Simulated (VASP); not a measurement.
# Pb (P6_3/mmc) in VASP: a series of runs

Runs on Pb. Level: revPBE. Tasks: single point.

Everything below comes from runs of VASP 6.6.1. Logs are shortened: lines on timing, memory, paths and dates and some standing lists are left out, and cuts for length are marked.

**1. The cell of the first run**

The structure is hexagonal, space group P6_3/mmc (No. 194). Conventional cell: a = 3.560 Å, b = 3.560 Å, c = 11.496 Å, α = 90.00°, β = 90.00°, γ = 120.00°. Pb (site symmetry -3m) has 12 Pb at 3.53 to 3.56 Å within 4.6 Å. Within 4.6 Å of Pb (site symmetry -6m2) lie 12 Pb at 3.53 to 3.56 Å.

This isn't the form of Pb at room conditions, which is fcc.

**2. Single point, revPBE (31.55 Å³/atom)**

INCAR reads:

```
SYSTEM = Pb
PREC     = Accurate       ! precision mode
ENCUT    = 520            ! plane-wave cutoff, eV
EDIFF    = 1E-6           ! SCF threshold, eV
ISMEAR   = -1             ! smearing method
SIGMA    = 0.1            ! smearing width, eV
LREAL    = .FALSE.        ! projectors in reciprocal space
LASPH    = .TRUE.         ! aspherical terms in the spheres
NELM     = 80             ! most SCF steps
ALGO     = Normal         ! electronic algorithm
ISIF     = 2              ! what is computed and relaxed
LWAVE    = .FALSE.        ! write WAVECAR
LCHARG   = .FALSE.        ! write CHGCAR
GGA      = RE             ! functional
NBANDS   = 36             ! bands
```

KPOINTS reads:

```
regular mesh
0
G
  11 11 3
  0 0 0
```

POSCAR reads:

```
Pb
1.0
    3.5603212734      0.0000000000      0.0000000000
   -1.7801606367      3.0833286684      0.0000000000
    0.0000000000      0.0000000000     11.4958054338
Pb
4
Direct
    0.0000000000      0.0000000000      0.0000000000
    0.0000000000      0.0000000000      0.5000000000
    0.3333333333      0.6666666667      0.2500000000
    0.6666666667      0.3333333333      0.7500000000
```

Potentials or basis: VASP PAW PBE potentials, release 64 (Pb_d).

On the command line:

```console
> cat potpaw_PBE.64/Pb_d/POTCAR > POTCAR
> mpirun -np 1 vasp_std > vasp.out
```

OUTCAR:

```text
SYSTEM = Pb
   PREC = Accurate
   ENCUT = 520
   EDIFF = 1E-6
   ISMEAR = -1
   LREAL = .FALSE.
   LASPH = .TRUE.
   NELM = 80
   ISIF = 2
   GGA = RE

 ion  position               nearest neighbor table
   1  0.000  0.000  0.000-   3 3.53   4 3.53   4 3.53   3 3.53   4 3.53   3 3.53
   2  0.000  0.000  0.500-   3 3.53   4 3.53   4 3.53   3 3.53   4 3.53   3 3.53
   3  0.333  0.667  0.250-   1 3.53   2 3.53   1 3.53   2 3.53   1 3.53   2 3.53
   4  0.667  0.333  0.750-   1 3.53   2 3.53   1 3.53   2 3.53   1 3.53   2 3.53

  LATTYP: Found a hexagonal cell.
 ALAT       =     3.5603212734
 C/A-ratio  =     3.2288674395

  Lattice vectors:

 A1 = (   3.5603212734,   0.0000000000,   0.0000000000)
 A2 = (  -1.7801606367,   3.0833286684,   0.0000000000)
 A3 = (   0.0000000000,   0.0000000000,  11.4958054338)

Analysis of symmetry for initial positions (statically):
=====================================================================
 Subroutine PRICEL returns:
 Original cell was already a primitive cell.

 Routine SETGRP: Setting up the symmetry group for a
 hexagonal supercell.

 Subroutine GETGRP returns: Found 24 space group operations
 (whereof 12 operations were pure point group operations)
 out of a pool of 24 trial point group operations.

The static configuration has the point symmetry D_3d.
 The point group associated with its full space group is D_6h.

Analysis of symmetry for dynamics (positions and initial velocities):
=====================================================================
 Subroutine PRICEL returns:
 Original cell was already a primitive cell.

 Routine SETGRP: Setting up the symmetry group for a
 hexagonal supercell.

 Subroutine GETGRP returns: Found 24 space group operations
 (whereof 12 operations were pure point group operations)
 out of a pool of 24 trial point group operations.

The dynamic configuration has the point symmetry D_3d.
 The point group associated with its full space group is D_6h.

 Subroutine INISYM returns: Found 24 space group operations
 (whereof 12 operations are pure point group operations),
 and found     1 'primitive' translations

----------------------------------------------------------------------------------------

                                     Primitive cell

  volume of cell :     126.1968

  direct lattice vectors                    reciprocal lattice vectors
     3.560321273  0.000000000  0.000000000     0.280873529  0.162162408  0.000000000
    -1.780160637  3.083328668  0.000000000     0.000000000  0.324324815  0.000000000
     0.000000000  0.000000000 11.495805434     0.000000000  0.000000000  0.086988250

  length of vectors
     3.560321273  3.560321273 11.495805434     0.324324815  0.324324815  0.086988250

  position of ions in fractional coordinates (direct lattice)
     0.000000000  0.000000000  0.000000000
     0.000000000  0.000000000  0.500000000
     0.333333333  0.666666667  0.250000000
     0.666666667  0.333333333  0.750000000

  ion indices of the primitive-cell ions
   primitive index   ion index
                 1           1
                 2           2
                 3           3
                 4           4

----------------------------------------------------------------------------------------

 KPOINTS: regular mesh

Automatic generation of k-mesh.
 Grid dimensions read from file:
 generate k-points for:   11   11    3

 Generating k-lattice:

  Cartesian coordinates                     Fractional coordinates (reciprocal lattice)
     0.025533957  0.014742037  0.000000000     0.090909091  0.000000000  0.000000000
     0.000000000  0.029484074  0.000000000     0.000000000  0.090909091  0.000000000
     0.000000000  0.000000000  0.028996083     0.000000000  0.000000000  0.333333333

  Length of vectors
     0.029484074  0.029484074  0.028996083

  Shift w.r.t. Gamma in fractional coordinates (k-lattice)
     0.000000000  0.000000000  0.000000000

 Subroutine IBZKPT returns following result:
 ===========================================

 Found     32 irreducible k-points:

 Following reciprocal coordinates:
            Coordinates               Weight
  0.000000  0.000000  0.000000      1.000000
  0.090909  0.000000  0.000000      6.000000
  0.181818  0.000000  0.000000      6.000000
  0.272727 -0.000000  0.000000      6.000000
  0.363636  0.000000  0.000000      6.000000
  0.454545  0.000000  0.000000      6.000000
[... 16 lines left out ...]
  0.090909  0.090909  0.333333     12.000000
  0.181818  0.090909  0.333333     24.000000
 [... further k-points ...]
   k-points           NKPTS =     32   k-points in BZ     NKDIM =     32   number of bands    NBANDS=     36
   number of dos      NEDOS =    301   number of ions     NIONS =      4
   total plane-waves  NPLWV =  70560
   dimension x,y,z NGX =    28 NGY =   28 NGZ =   90
   dimension x,y,z NGXF=    56 NGYF=   56 NGZF=  180
   ions per type =               4
   NGX,Y,Z   is equivalent  to a cutoff of  13.07, 13.07, 13.02 a.u.
   NGXF,Y,Z  is equivalent  to a cutoff of  26.15, 26.15, 26.03 a.u.
 SYSTEM =  Pb
   PREC   = accura    normal or accurate (medium, high low for compatibility)
   ISTART =      0    job   : 0-new  1-cont  2-samecut
   ICHARG =      2    charge: 1-file 2-atom 10-const
   ISPIN  =      1    spin polarized calculation?
   LNONCOLLINEAR =      F non collinear calculations
   LSORBIT =      F    spin-orbit coupling
   LASPH  =      T    aspherical Exc in radial PAW
   ENCUT  =  520.0 eV  38.22 Ry    6.18 a.u.   6.62  6.62 21.37*2*pi/ulx,y,z
   NELM   =     80;   NELMIN=  2; NELMDL= -5     # of ELM steps
   EDIFF  = 0.1E-05   stopping-criterion for ELM
   LREAL  =      F    real-space projection
   EDIFFG = 0.1E-04   stopping-criterion for IOM
   NSW    =      0    number of steps for IOM
   IBRION =     -1    ionic relax: 0-MD 1-quasi-New 2-CG
   NFREE  =      0    steps in history (QN), initial steepest desc. (CG)
   ISIF   =      2    stress and relaxation
   ISYM   =      2    0-nonsym 1-usesym 2-fastsym
   POTIM  = 0.5000    time-step for ionic-motion
   TEBEG  =    0.0;   TEEND  =   0.0 temperature during run
   PSTRESS=    0.0 pullay stress
   NELECT =      56.0000    total number of electrons
   NUPDOWN=      -1.0000    fix difference up-down
   EMIN   =  10.00;   EMAX   =-10.00  energy-range for DOS
   EFERMI =   0.00;   METHOD = LEGACY
   ISMEAR =    -1;   SIGMA  =   0.10  broadening in eV -4-tet -1-fermi 0-gaus
   EFERMI_NEDOS =   21; number of points for ismear=-14 and -15
   IALGO  =     38    algorithm
   IMIX   =      4    mixing-type and parameters
     AMIX     =   0.40;   BMIX     =  1.00
     AMIX_MAG =   1.60;   BMIX_MAG =  1.00
  volume/ion in A,a.u.               =      31.55       212.90
  Fermi-wavevector in a.u.,A,eV,Ry     =   1.248690  2.359682 21.214574  1.559227
  Thomas-Fermi vector in A             =   2.382765
   LORBIT       =      0    0 simple, 1 ext, 2 COOP (PROOUT), +10 PAW based schemes
   GGA     = RE    functional components
   LHFCALC =     F    Hartree Fock is set to
   AEXX    =    0.0000 exact exchange contribution
   IVDW    =     0    specifies the selected vdW correction
   LEPSILON=     F    determine dielectric tensor
   LRPA    =     F    only Hartree local field effects (RPA)
 non-spin polarized calculation
  energy-cutoff  :      520.00
  volume of cell :      126.20
 maximum number of plane-waves:      3451
 NGX is ok and might be reduce to    28
   NGX = 13   NGY = 13   NGZ = 43

 number of electron      56.0000004 magnetization

 Free energy of the ion-electron system (eV)
  ---------------------------------------------------
  ext. energy  EPLUGINS =         0.00000000
  ---------------------------------------------------
  free energy    TOTEN  =       -12.94777957 eV

  energy without entropy =      -12.86685094  energy(sigma->0) =      -12.90731526

 E-fermi :   6.9660     XC(G=0):  -9.9253

 val. band max:        6.9523251234   @ k =   0.3636   0.1818   0.3333
 cond. band min:       6.9937385458   @ k =   0.3636   0.0000   0.0000
 fundamental gap:      0.0414134225
 Fermi energy:         6.9659531022

 k-point     1 :       0.0000    0.0000    0.0000
  band No.  band energies     occupation
      1     -10.1840      2.00000
      2     -10.1700      2.00000
      3     -10.1619      2.00000
      4     -10.1619      2.00000
      5     -10.1601      2.00000
      6     -10.1572      2.00000
[... 28 lines left out ...]
     35      13.9440      0.00000
     36      14.2816      0.00000

 k-point     2 :       0.0909    0.0000    0.0000
  band No.  band energies     occupation
      1     -10.1807      2.00000
      2     -10.1774      2.00000
      3     -10.1631      2.00000
      4     -10.1575      2.00000
      5     -10.1569      2.00000
      6     -10.1513      2.00000
[... 28 lines left out ...]
     35      14.0693      0.00000
     36      14.0728      0.00000

 k-point     3 :       0.1818    0.0000    0.0000
  band No.  band energies     occupation
      1     -10.2072      2.00000
      2     -10.1890      2.00000
      3     -10.1799      2.00000
      4     -10.1516      2.00000
      5     -10.1432      2.00000
      6     -10.1297      2.00000
[... 28 lines left out ...]
     35      13.3227      0.00000
     36      13.8333      0.00000
[... 742 lines left out ...]
 k-point    23 :       0.0909    0.0909    0.3333
  band No.  band energies     occupation
      1     -10.1842      2.00000
      2     -10.1783      2.00000
      3     -10.1729      2.00000
      4     -10.1725      2.00000
      5     -10.1472      2.00000
      6     -10.1385      2.00000
[... 28 lines left out ...]
     35      12.9580      0.00000
     36      13.3314      0.00000

 k-point    24 :       0.1818    0.0909    0.3333
  band No.  band energies     occupation
      1     -10.2087      2.00000
      2     -10.1997      2.00000
      3     -10.1755      2.00000
      4     -10.1628      2.00000
      5     -10.1471      2.00000
      6     -10.1267      2.00000
[... 28 lines left out ...]
     35      12.1251      0.00000
     36      13.0069      0.00000

 [... further k-points ...]

------------------------ aborting loop because EDIFF is reached ----------------------------------------

  FORCE on cell =-STRESS in cart. coord.  units (eV):
  Direction    XX          YY          ZZ          XY          YZ          ZX
  --------------------------------------------------------------------------------------
  -------------------------------------------------------------------------------------
  Total        1.0505028      1.0505028      1.3901745      0.0000000      0.0000000      0.0000000
  in kB       13.3370375     13.3370375     17.6494620      0.0000000      0.0000000      0.0000000
  external PRESSURE =      14.7745124 kB  Pullay stress =       0.0000000 kB

 VOLUME and BASIS-vectors are now :
 -----------------------------------------------------------------------------
  energy-cutoff  :      520.00
  volume of cell :      126.20
      direct lattice vectors                 reciprocal lattice vectors
     3.560321273  0.000000000  0.000000000     0.280873529  0.162162408  0.000000000
    -1.780160637  3.083328668  0.000000000     0.000000000  0.324324815  0.000000000
     0.000000000  0.000000000 11.495805434     0.000000000  0.000000000  0.086988250

 POSITION                                       TOTAL-FORCE (eV/Angst)
 -----------------------------------------------------------------------------------
      0.00000      0.00000      0.00000         0.000000      0.000000      0.000000
      0.00000      0.00000      5.74790         0.000000      0.000000      0.000000
     -0.00000      2.05555      2.87395        -0.000000      0.000000      0.000000
      1.78016      1.02778      8.62185        -0.000000     -0.000000     -0.000000
 -----------------------------------------------------------------------------------
    total drift:                                0.000000     -0.000000      0.000000

  FREE ENERGIE OF THE ION-ELECTRON SYSTEM (eV)
  ---------------------------------------------------
  free  energy   TOTEN  =       -12.9477795690 eV

  energy  without entropy=      -12.8668509424  energy(sigma->0) =      -12.90731526
```

Run time: 2.4 min. Hardware: 1 thread of Intel Xeon Platinum 8259CL at 2.50GHz (Skylake/Cascade Lake), shared host; peak memory 0.29 GiB.

Results:

* Free energy: -12.9478 eV
* Pressure: 1.5 GPa
* Band gap on the k mesh: zero (bands 28 and 29 overlap by 6.69 eV)

Stress tensor (GPa, compression positive):
```
1.33 0.00 0.00
0.00 1.33 0.00
0.00 0.00 1.76
```

Levels at points of the mesh, in eV from the Fermi level:
| k point | band 26 | band 27 | band 28 | band 29 | band 30 | band 31 |
| --- | --- | --- | --- | --- | --- | --- |
| (0.00, 0.00, 0.00) | 0.79 | 0.79 | 5.22 | 5.22 | 5.99 | 5.99 |

Caveat: the PAW data sets were made with another functional, which shifts forces and pressure a little; spin-orbit coupling is left out, which moves the levels of the heavy elements.

**3. Single point, revPBE (32.86 Å³/atom)**

This run uses another cell than the first one, of 32.86 Å³/atom.

INCAR reads:

```
  PREC = Accurate
  ENCUT = 520
  EDIFF = 1E-7
  ISMEAR = -1
  SIGMA = 0.1
  LREAL = F
  LASPH = T
  NELM = 80
  ALGO = Normal
  ISIF = 2
  LWAVE = F
  LCHARG = F
  GGA = RE
  NBANDS = 36
```

KPOINTS reads:

```
Automatic mesh
0
Gamma
  11 11 3
```

POSCAR reads:

```
Pb
1.0
    3.6090988590      0.0000000000      0.0000000000
   -1.8045494295      3.1255712967      0.0000000000
    0.0000000000      0.0000000000     11.6533017917
Pb
4
Direct
    0.0000000000      0.0000000000      0.0000000000
    0.0000000000      0.0000000000      0.5000000000
    0.3333333333      0.6666666667      0.2500000000
    0.6666666667      0.3333333333      0.7500000000
```

Potentials or basis: VASP PAW PBE potentials, release 64 (Pb_d).

On the command line:

```console
> cat potpaw_PBE.64/Pb_d/POTCAR > POTCAR
> mpirun -np 1 vasp_std > vasp.out
```

Wall time 3 min (1 thread of Intel Xeon Platinum 8259CL at 2.50GHz (Skylake/Cascade Lake), shared host); peak memory 0.29 GiB.

Results (log left out):

```
Free energy            : -12.9723 eV
Pressure               : -0.1 GPa
Band gap on the k mesh : zero (bands 28 and 29 overlap by 6.40 eV)
```

Stress tensor (GPa, compression positive):
```
-0.19  0.00  0.00
 0.00 -0.19  0.00
 0.00  0.00  0.10
```

Levels at points of the mesh, in eV from the Fermi level:
```csv
k point,band 26,band 27,band 28,band 29,band 30,band 31
"(0.00, 0.00, 0.00)",0.72,0.72,5.01,5.01,5.74,5.74
```

Caveat: the PAW data sets were made with another functional, which shifts forces and pressure a little; spin-orbit coupling is left out, which moves the levels of the heavy elements.

**4. Single point, revPBE (34.18 Å³/atom)**

This run uses another cell than the first one, of 34.18 Å³/atom.

INCAR reads:

```
PREC     = Accurate       # precision mode
ENCUT    = 520            # plane-wave cutoff, eV
EDIFF    = 1E-6           # SCF threshold, eV
ISMEAR   = -1             # smearing method
SIGMA    = 0.1            # smearing width, eV
LREAL    = False          # projectors in reciprocal space
LASPH    = True           # aspherical terms in the spheres
NELM     = 100            # most SCF steps
ALGO     = Normal         # electronic algorithm
ISIF     = 2              # what is computed and relaxed
LWAVE    = False          # write WAVECAR
LCHARG   = True           # write CHGCAR
GGA      = RE             # functional
LELF     = True           # ELF
LVHAR    = True         
NBANDS   = 36             # bands
```

KPOINTS reads:

```
regular mesh
0
Gamma
  11 11 3
```

POSCAR reads:

```
Pb
1.0
    3.6565924483      0.0000000000      0.0000000000
   -1.8282962242      3.1667019515      0.0000000000
    0.0000000000      0.0000000000     11.8066522958
Pb
4
Direct
    0.0000000000      0.0000000000      0.0000000000
    0.0000000000      0.0000000000      0.5000000000
    0.3333333333      0.6666666667      0.2500000000
    0.6666666667      0.3333333333      0.7500000000
```

On the command line:

```console
> cat potpaw_PBE.64/Pb_d/POTCAR > POTCAR
> mpirun -np 1 vasp_std > vasp.out
```

It took 2.8 min on 1 thread of Intel Xeon Platinum 8259CL at 2.50GHz (Skylake/Cascade Lake), shared host; peak memory 0.29 GiB.

The run converged. Its results:

- Free energy: -12.9504 eV
- Pressure: -1.4 GPa
- Band gap on the k mesh: zero (bands 28 and 29 overlap by 6.12 eV)

Stress tensor (GPa, compression positive):
```
-1.41  0.00  0.00
 0.00 -1.41  0.00
 0.00  0.00 -1.24
```

Levels at points of the mesh, in eV from the Fermi level:
```csv
k point,band 26,band 27,band 28,band 29,band 30,band 31
"(0.00, 0.00, 0.00)",0.66,0.66,4.81,4.81,5.50,5.50
```

Caveat: the PAW data sets were made with another functional, which shifts forces and pressure a little; spin-orbit coupling is left out, which moves the levels of the heavy elements.

**5. Single point, revPBE (35.49 Å³/atom)**

This run uses another cell than the first one, of 35.49 Å³/atom.

INCAR reads:

```
ALGO     = Normal         # electronic algorithm
EDIFF    = 1E-7           # SCF threshold, eV
ENCUT    = 520            # plane-wave cutoff, eV
GGA      = RE             # functional
ISIF     = 2              # what is computed and relaxed
ISMEAR   = -1             # smearing method
LASPH    = True           # aspherical terms in the spheres
LCHARG   = False          # write CHGCAR
LREAL    = False          # projectors in reciprocal space
LWAVE    = False          # write WAVECAR
NBANDS   = 36             # bands
NELM     = 100            # most SCF steps
PREC     = Accurate       # precision mode
SIGMA    = 0.1            # smearing width, eV
```

KPOINTS reads:

```
k-points
0
Gamma
  11 11 3
```

POSCAR reads:

```
Pb
1.0
    3.7028833429      0.0000000000      0.0000000000
   -1.8514416715      3.2067910422      0.0000000000
    0.0000000000      0.0000000000     11.9561194579
Pb
4
Direct
    0.0000000000      0.0000000000      0.0000000000
    0.0000000000      0.0000000000      0.5000000000
    0.3333333333      0.6666666667      0.2500000000
    0.6666666667      0.3333333333      0.7500000000
```

On the command line:

```console
> cat potpaw_PBE.64/Pb_d/POTCAR > POTCAR
> mpirun -np 1 vasp_std > vasp.out
```

Wall time 2.4 min (1 thread of Intel Xeon Platinum 8259CL at 2.50GHz (Skylake/Cascade Lake), shared host); peak memory 0.3 GiB.

The run converged. Its results:

```
Free energy            : -12.8917 eV
Pressure               : -2.3 GPa
Band gap on the k mesh : zero (bands 28 and 29 overlap by 5.86 eV)
```

Levels at points of the mesh, in eV from the Fermi level:
| k point | band 25 | band 26 | band 27 | band 28 | band 29 | band 30 | band 31 | band 32 |
| --- | --- | --- | --- | --- | --- | --- | --- | --- |
| (0.00, 0.00, 0.00) | -3.49 | 0.60 | 0.60 | 4.62 | 4.62 | 5.28 | 5.28 | 5.33 |

Caveat: the PAW data sets were made with another functional, which shifts forces and pressure a little; spin-orbit coupling is left out, which moves the levels of the heavy elements.

**6. Summary**

| cell | gap on the mesh (eV) | pressure (GPa) |
| --- | --- | --- |
| a = 3.560, b = 3.560, c = 11.496 Å, angles 90.0, 90.0, 120.0°, 4 atoms | none | 1.5 |
| a = 3.609, b = 3.609, c = 11.653 Å, angles 90.0, 90.0, 120.0°, 4 atoms | none | -0.1 |
| a = 3.657, b = 3.657, c = 11.807 Å, angles 90.0, 90.0, 120.0°, 4 atoms | none | -1.4 |
| a = 3.703, b = 3.703, c = 11.956 Å, angles 90.0, 90.0, 120.0°, 4 atoms | none | -2.3 |

Alike in all rows: task single point; level revPBE; potentials or basis VASP PAW PBE potentials, release 64 (Pb_d); no spin polarisation; k mesh 11 × 11 × 3; cutoff (eV) 520; smearing fermi-dirac 0.1 eV.

Caveats: the PAW data sets were made with another functional, which shifts forces and pressure a little; spin-orbit coupling is left out, which moves the levels of the heavy elements.

Total energies depend on the potentials used, so only differences within one code and one set of settings carry meaning.
